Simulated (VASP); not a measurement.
Crystal: Mg3CdSe4.

```
Mg Cd Se
1.0
     4.45869    0.00000    0.00000
     0.00000    4.45869    0.00000
     0.00000    0.00000   12.49817
Mg Cd Se
3 1 4
Direct
  0.00000 0.00000 0.75398
  0.50000 0.50000 0.50000
  0.00000 0.00000 0.24602
  0.50000 0.50000 0.00000
  0.00000 0.50000 0.37272
  0.50000 0.00000 0.11987
  0.00000 0.50000 0.88013
  0.50000 0.00000 0.62728
```

The cell was built from a structure type or drawn by symmetry, and may not be a known phase.

* Program: VASP 6.6.1
* Task: relaxation of cell and atoms
* Functional: PBE
* Potentials or basis: VASP PAW PBE potentials, release 64 (Mg, Cd, Se)
* Cutoff: 600 eV
* k mesh: 3 × 3 × 1
* Occupations: gaussian, width 0.15 eV
* Spin: no spin polarisation

At the start: pressure -3.8 GPa; volume 31.06 Å³/atom.

Task: Where does the relaxation end?

Result: Over 11 steps the energy falls by 62.4 meV/atom and the volume is 27.63 Å³/atom (-11.0 %); space group P-4m2 (No. 115, to 0.1 Å) before and after.

Step by step:
| step | energy change (eV) | largest force (eV/Å) | pressure (GPa) | volume (Å³) |
| --- | --- | --- | --- | --- |
| 1 | 0.0000 | 0.7146 | -3.79 | 248.46 |
| 2 | -0.3799 | 0.7182 | 0.02 | 223.00 |
| 3 | -0.3815 | 0.7172 | 0.34 | 221.39 |
| 4 | -0.4292 | 0.4278 | 0.24 | 221.32 |
| 5 | -0.4622 | 0.3851 | 0.12 | 221.14 |
| 6 | -0.4629 | 0.3663 | 0.12 | 221.16 |
| 7 | -0.4796 | 0.2085 | -0.10 | 222.10 |
| 8 | -0.4878 | 0.1977 | -0.40 | 223.39 |
| 9 | -0.4955 | 0.1284 | 0.23 | 220.18 |
| 10 | -0.4955 | 0.1327 | 0.19 | 220.39 |
| 11 | -0.4989 | 0.0115 | 0.04 | 221.02 |

Final structure:
```xyz
8
Lattice="4.3377 0.0000 0.0000 0.0000 4.3377 0.0000 0.0000 0.0000 11.7466" Properties=species:S:1:pos:R:3 pbc="T T T"
Mg    0.0000    0.0000    8.7501
Mg    2.1689    2.1689    5.8733
Mg    0.0000    4.3377    2.9965
Cd    2.1689    2.1689    0.0000
Se    0.0000    2.1689    4.4329
Se    2.1689    4.3377    1.5769
Se    0.0000    2.1689   10.1697
Se    2.1689    0.0000    7.3137
```

Caveat: the k points lie up to 0.53 Å⁻¹ apart in the final cell.
